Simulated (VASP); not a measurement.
Set up this calculation in VASP 6.6.1, as the native input.

```yaml
Task: relaxation of cell and atoms
Functional: r2SCAN
Potentials_or_basis: VASP PAW PBE potentials, release 64 (Ba_sv, Te)
Cutoff: 600 eV
k_mesh: 8 × 8 × 8
Occupations: gaussian, width 0.02 eV
Spin: no spin polarisation
Target_pressure: 60 GPa
Dipole_correction: no
Further_INCAR_settings: ALGO = Normal; EDIFF = 1e-06; IBRION = 2; EDIFFG = -0.008; NSW = 70; ISIF = 3
```

Crystal: BaTe.

```xyz
2
Lattice="0.0000 3.0015 3.0015 3.0015 0.0000 3.0015 3.0015 3.0015 0.0000" Properties=species:S:1:pos:R:3 pbc="T T T"
Ba    0.0000    0.0000    0.0000
Te    3.0015    3.0015    3.0015
```

The input as run:

POSCAR

```
BaTe
1.0
    0.0000000000      3.0015086645      3.0015086645
    3.0015086645      0.0000000000      3.0015086645
    3.0015086645      3.0015086645      0.0000000000
Ba Te
1 1
Direct
    0.0000000000      0.0000000000      0.0000000000
    0.5000000000      0.5000000000      0.5000000000
```

INCAR.step1

```
PREC = Accurate ; ENCUT = 600
ISMEAR = 0 ; SIGMA = 0.02
LREAL = False ; LASPH = True
NELM = 100 ; GGA = PE
ALGO = Normal ; EDIFF = 1E-4
LWAVE = True ; LCHARG = False
```

INCAR.step2

```
PREC = Accurate ; ENCUT = 600
EDIFF = 1E-6 ; ISMEAR = 0
SIGMA = 0.02 ; LREAL = False
LASPH = True ; NELM = 100
ALGO = Normal ; ISIF = 3
LWAVE = False ; LCHARG = False
METAGGA = R2SCAN ; LMIXTAU = True
IBRION = 2 ; NSW = 70
EDIFFG = -0.008 ; PSTRESS = 600.0
ISTART = 1
```

KPOINTS

```
regular mesh
0
Gamma
  8 8 8
```

Potentials or basis: VASP PAW PBE potentials, release 64 (Ba_sv, Te).

The run is started by

```bash
$ cat potpaw_PBE.64/Ba_sv/POTCAR potpaw_PBE.64/Te/POTCAR > POTCAR
$ cp INCAR.step1 INCAR
$ mpirun -np 1 vasp_std > vasp.out
$ cp INCAR.step2 INCAR
$ mpirun -np 1 vasp_std > vasp.out
```

Results of the run:

```
Relaxed volume                                         : 24.84 Å³/atom
Relaxed cell                                           : a = 4.127 Å, b = 4.127 Å, c = 4.127 Å, α = 60.00°, β = 60.00°, γ = 60.00°
Space group after relaxing (to 0.05 Å)                 : Fm-3m (No. 225)
Energy change on relaxing (the enthalpy is what falls) : +709.0 meV/atom
Ionic steps                                            : 5
Pressure after relaxing                                : 60.0 GPa
Band gap on the k mesh                                 : zero (band 8 reaches 7.03 eV, above the bottom of band 9 at 6.89 eV)
```

Caveat: the cell is relaxed towards a set pressure, so the enthalpy falls and the energy may rise; the PAW data sets were made with another functional, which shifts forces and pressure a little; spin-orbit coupling is left out, which moves the levels of the heavy elements.

Run time: 5 min on 1 thread of Intel(R) Xeon(R) Platinum 8488C (Sapphire Rapids) (shared host), peak memory 0.25 GiB.
